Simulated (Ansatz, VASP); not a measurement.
## Two plane-wave programs on CaO

```
CELL_PARAMETERS angstrom
2.75195 0.00000 0.00000
0.00000 2.90321 0.00000
0.00000 0.00000 2.90321
ATOMIC_POSITIONS crystal
Ca 0.00000 0.00000 0.00000
O 0.50000 0.50000 0.50000
```

Change from the starting cell: uniaxial_x strain -5.2%.

Alike in both runs: task single point; functional r2SCAN; k mesh 8 × 8 × 8; no spin polarisation.

```csv
,VASP,Ansatz
version,VASP 6.6.1,Ansatz 0.2.0
potentials or method,"VASP PAW PBE potentials, release 64 (Ca_sv, O)","plane waves, PAW"
plane-wave cutoff (eV),520,500
occupations,"gaussian, width 0.01 eV",fixed
valence electrons in the cell,16,16
```

Ansatz gave:

| Property | Result |
| --- | --- |
| gap on the k mesh at the Fermi level (eV) | 2.88 |
| pressure (GPa) | 7.3 |
| traceless stress, the component that is largest in VASP (GPa) | 15.28 |

Estimate VASP's values.

gap on the k mesh at the Fermi level (eV): 2.88; pressure (GPa): 8.7; traceless stress, the component that is largest in VASP (GPa): 15.30.

VASP's potentials were made for PBE, not for r2SCAN.
